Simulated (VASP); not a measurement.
# RbBr (Pm-3m) in VASP: settings compared, part 2 of 2

VASP 6.6.1. The steps go on from the part before.

### Step 3. Single point, r2SCAN

POSCAR

```
RbBr
1.0
    4.1279266164      0.0000000000      0.0000000000
    0.0000000000      4.1279266164      0.0000000000
    0.0000000000      0.0000000000      4.1279266164
Rb Br
1 1
Direct
    0.0000000000      0.0000000000      0.0000000000
    0.5000000000      0.5000000000      0.5000000000
```

INCAR.step1

```
SYSTEM = RbBr
PREC = Accurate
ENCUT = 520
ISMEAR = 0
SIGMA = 0.01
LREAL = .False.
LASPH = .True.
NELM = 80
NBANDS = 15
GGA = PE
ALGO = Normal
EDIFF = 1E-4
LWAVE = .True.
LCHARG = .False.
```

INCAR.step2

```
SYSTEM = RbBr
PREC = Accurate
ENCUT = 520
EDIFF = 1E-7
ISMEAR = 0
SIGMA = 0.01
LREAL = .False.
LASPH = .True.
NELM = 80
ALGO = Normal
ISIF = 2
LWAVE = .False.
LCHARG = .False.
METAGGA = R2SCAN
LMIXTAU = .True.
NBANDS = 15
ISTART = 1
```

KPOINTS

```
regular mesh
0
Gamma
  6 6 6
  0 0 0
```

Potentials or basis: VASP PAW PBE potentials, release 64 (Rb_sv, Br).

Command:

```
$ cat potpaw_PBE.64/Rb_sv/POTCAR potpaw_PBE.64/Br/POTCAR > POTCAR
$ cp INCAR.step1 INCAR
$ mpirun -np 1 vasp_std > vasp.out
$ cp INCAR.step2 INCAR
$ mpirun -np 1 vasp_std > vasp.out
```

OUTCAR:

```text
SYSTEM = RbBr
   PREC = Accurate
   ENCUT = 520
   EDIFF = 1E-7
   ISMEAR = 0
   LREAL = .False.
   LASPH = .True.
   NELM = 80
   ISIF = 2
   METAGGA = R2SCAN
   ISTART = 1

 ion  position               nearest neighbor table
   1  0.000  0.000  0.000-   2 3.57   2 3.57   2 3.57   2 3.57   2 3.57   2 3.57   2 3.57   2 3.57

   2  0.500  0.500  0.500-   1 3.57   1 3.57   1 3.57   1 3.57   1 3.57   1 3.57   1 3.57   1 3.57

  LATTYP: Found a simple cubic cell.
 ALAT       =     4.1279266164

  Lattice vectors:

 A1 = (   4.1279266164,   0.0000000000,   0.0000000000)
 A2 = (   0.0000000000,   4.1279266164,   0.0000000000)
 A3 = (   0.0000000000,   0.0000000000,   4.1279266164)

Analysis of symmetry for initial positions (statically):
=====================================================================
 Subroutine PRICEL returns:
 Original cell was already a primitive cell.

 Routine SETGRP: Setting up the symmetry group for a
 simple cubic supercell.

 Subroutine GETGRP returns: Found 48 space group operations
 (whereof 48 operations were pure point group operations)
 out of a pool of 48 trial point group operations.

The static configuration has the point symmetry O_h .

Analysis of symmetry for dynamics (positions and initial velocities):
=====================================================================
 Subroutine PRICEL returns:
 Original cell was already a primitive cell.

 Routine SETGRP: Setting up the symmetry group for a
 simple cubic supercell.

 Subroutine GETGRP returns: Found 48 space group operations
 (whereof 48 operations were pure point group operations)
 out of a pool of 48 trial point group operations.

The dynamic configuration has the point symmetry O_h .

 Subroutine INISYM returns: Found 48 space group operations
 (whereof 48 operations are pure point group operations),
 and found     1 'primitive' translations

----------------------------------------------------------------------------------------

                                     Primitive cell

  volume of cell :      70.3390

  direct lattice vectors                    reciprocal lattice vectors
     4.127926616  0.000000000  0.000000000     0.242252369  0.000000000  0.000000000
     0.000000000  4.127926616  0.000000000     0.000000000  0.242252369  0.000000000
     0.000000000  0.000000000  4.127926616     0.000000000  0.000000000  0.242252369

  length of vectors
     4.127926616  4.127926616  4.127926616     0.242252369  0.242252369  0.242252369

  position of ions in fractional coordinates (direct lattice)
     0.000000000  0.000000000  0.000000000
     0.500000000  0.500000000  0.500000000

  ion indices of the primitive-cell ions
   primitive index   ion index
                 1           1
                 2           2

----------------------------------------------------------------------------------------

 KPOINTS: regular mesh

Automatic generation of k-mesh.
 Grid dimensions read from file:
[... 25 lines left out ...]
  0.500000  0.000000  0.000000      3.000000
  0.166667  0.166667  0.000000     12.000000
  0.333333  0.166667  0.000000     24.000000
[... 12 lines left out ...]
  0.500000  0.500000  0.333333      6.000000
  0.500000  0.500000  0.500000      1.000000
   k-points           NKPTS =     20   k-points in BZ     NKDIM =     20   number of bands    NBANDS=     15
   number of dos      NEDOS =    301   number of ions     NIONS =      2
   total plane-waves  NPLWV =  32768
   dimension x,y,z NGX =    32 NGY =   32 NGZ =   32
   dimension x,y,z NGXF=    64 NGYF=   64 NGZF=   64
   ions per type =               1   1
   NGX,Y,Z   is equivalent  to a cutoff of  12.89, 12.89, 12.89 a.u.
   NGXF,Y,Z  is equivalent  to a cutoff of  25.78, 25.78, 25.78 a.u.
 SYSTEM =  RbBr
   PREC   = accura    normal or accurate (medium, high low for compatibility)
   ISTART =      1    job   : 0-new  1-cont  2-samecut
   ICHARG =      0    charge: 1-file 2-atom 10-const
   ISPIN  =      1    spin polarized calculation?
   LNONCOLLINEAR =      F non collinear calculations
   LSORBIT =      F    spin-orbit coupling
   LASPH  =      T    aspherical Exc in radial PAW
   ENCUT  =  520.0 eV  38.22 Ry    6.18 a.u.   7.68  7.68  7.68*2*pi/ulx,y,z
   NELM   =     80;   NELMIN=  2; NELMDL=  0     # of ELM steps
   EDIFF  = 0.1E-06   stopping-criterion for ELM
   LREAL  =      F    real-space projection
   EDIFFG = 0.1E-05   stopping-criterion for IOM
   NSW    =      0    number of steps for IOM
   IBRION =     -1    ionic relax: 0-MD 1-quasi-New 2-CG
   NFREE  =      0    steps in history (QN), initial steepest desc. (CG)
   ISIF   =      2    stress and relaxation
   ISYM   =      2    0-nonsym 1-usesym 2-fastsym
   POTIM  = 0.5000    time-step for ionic-motion
   TEBEG  =    0.0;   TEEND  =   0.0 temperature during run
   PSTRESS=    0.0 pullay stress
   NELECT =      16.0000    total number of electrons
   NUPDOWN=      -1.0000    fix difference up-down
   EMIN   =  10.00;   EMAX   =-10.00  energy-range for DOS
   EFERMI =   0.00;   METHOD = LEGACY
   ISMEAR =     0;   SIGMA  =   0.01  broadening in eV -4-tet -1-fermi 0-gaus
   EFERMI_NEDOS =   21; number of points for ismear=-14 and -15
   IALGO  =     38    algorithm
   IMIX   =      4    mixing-type and parameters
     AMIX     =   0.40;   BMIX     =  1.00
     AMIX_MAG =   1.60;   BMIX_MAG =  1.00
  volume/ion in A,a.u.               =      35.17       237.34
  Fermi-wavevector in a.u.,A,eV,Ry     =   0.999347  1.888491 13.588055  0.998694
  Thomas-Fermi vector in A             =   2.131631
   LORBIT       =      0    0 simple, 1 ext, 2 COOP (PROOUT), +10 PAW based schemes
   METAGGA = R2SCAN    functional components
   LHFCALC =     F    Hartree Fock is set to
   AEXX    =    0.0000 exact exchange contribution
   IVDW    =     0    specifies the selected vdW correction
   LEPSILON=     F    determine dielectric tensor
   LRPA    =     F    only Hartree local field effects (RPA)
 non-spin polarized calculation
 Gauss-broadening in eV      SIGMA  =   0.01
  energy-cutoff  :      520.00
  volume of cell :       70.34
 maximum number of plane-waves:      1924
 NGX is ok and might be reduce to    32
   NGX = 15   NGY = 15   NGZ = 15

 number of electron      16.0000002 magnetization

 Free energy of the ion-electron system (eV)
  ---------------------------------------------------
  ext. energy  EPLUGINS =         0.00000000
  ---------------------------------------------------
  free energy    TOTEN  =       -31.11038287 eV

  energy without entropy =      -31.11038287  energy(sigma->0) =      -31.11038287

 E-fermi :  -0.9375     XC(G=0):  -8.3200

 val. band max:       -1.0573758029   @ k =   0.5000   0.5000   0.0000
 cond. band min:       3.7695243874   @ k =   0.0000   0.0000   0.0000
 fundamental gap:      4.8269001903
 Fermi energy:        -0.9374934978

 k-point     1 :       0.0000    0.0000    0.0000
  band No.  band energies     occupation
      1     -26.9466      2.00000
      2     -14.1117      2.00000
      3     -10.3842      2.00000
      4     -10.3842      2.00000
      5     -10.3842      2.00000
      6      -1.2113      2.00000
      7      -1.2113      2.00000
      8      -1.2113      2.00000
      9       3.7695      0.00000
     10       5.0611      0.00000
     11       5.0611      0.00000
     12       9.6620      0.00000
     13       9.6620      0.00000
     14       9.6620      0.00000
[... 329 lines left out ...]
      2     -13.8022      2.00000
      3     -10.6053      2.00000
      4     -10.6053      2.00000
      5     -10.6053      2.00000
      6      -2.3948      2.00000
      7      -2.3948      2.00000
      8      -2.3948      2.00000
      9       7.8144      0.00000
     10       7.8144      0.00000
     11       7.8144      0.00000
     12       9.0925      0.00000
     13       9.0925      0.00000
     14       9.0925      0.00000
     15      11.8442      0.00000

------------------------ aborting loop because EDIFF is reached ----------------------------------------

  FORCE on cell =-STRESS in cart. coord.  units (eV):
  Direction    XX          YY          ZZ          XY          YZ          ZX
  --------------------------------------------------------------------------------------
  -------------------------------------------------------------------------------------
  Total        0.0102910      0.0102910      0.0102910     -0.0000000      0.0000000     -0.0000000
  in kB        0.2344075      0.2344075      0.2344075     -0.0000000      0.0000000     -0.0000000
  external PRESSURE =       0.2344075 kB  Pullay stress =       0.0000000 kB

 VOLUME and BASIS-vectors are now :
 -----------------------------------------------------------------------------
  energy-cutoff  :      520.00
  volume of cell :       70.34
      direct lattice vectors                 reciprocal lattice vectors
     4.127926616  0.000000000  0.000000000     0.242252369  0.000000000  0.000000000
     0.000000000  4.127926616  0.000000000     0.000000000  0.242252369  0.000000000
     0.000000000  0.000000000  4.127926616     0.000000000  0.000000000  0.242252369

 POSITION                                       TOTAL-FORCE (eV/Angst)
 -----------------------------------------------------------------------------------
      0.00000      0.00000      0.00000         0.000000      0.000000      0.000000
      2.06396      2.06396      2.06396         0.000000      0.000000      0.000000
 -----------------------------------------------------------------------------------
    total drift:                                0.000000      0.000000     -0.000000

  FREE ENERGIE OF THE ION-ELECTRON SYSTEM (eV)
  ---------------------------------------------------
  free  energy   TOTEN  =       -31.1103828723 eV

  energy  without entropy=      -31.1103828723  energy(sigma->0) =      -31.11038287
```

Wall time 47 s (1 thread of Intel Xeon Platinum 8375C at 2.90GHz (Ice Lake), shared host); peak memory 0.19 GiB.

Results:

| Item | Value |
| --- | --- |
| Free energy | -31.1104 eV |
| Pressure | 0.0 GPa |
| Band gap on the k mesh | 4.83 eV, indirect (least direct gap 4.98 eV) |

Levels at points of the mesh, in eV from the valence-band top:
```tsv
k point	band 5	band 6	band 7	band 8	band 9	band 10	band 11	band 12
(0.00, 0.00, 0.00)	-9.33	-0.15	-0.15	-0.15	4.83	6.12	6.12	10.72
(0.50, 0.00, 0.00)	-9.28	-1.70	-0.22	-0.22	7.46	7.80	8.36	9.36
(0.50, 0.50, 0.00)	-9.25	-1.06	-1.06	0.00	5.93	6.91	8.67	8.67
(0.50, 0.50, 0.50)	-9.55	-1.34	-1.34	-1.34	8.87	8.87	8.87	10.15
```

Caveat: the PAW data sets were made with another functional, which shifts forces and pressure a little. A k mesh can miss the band edges.
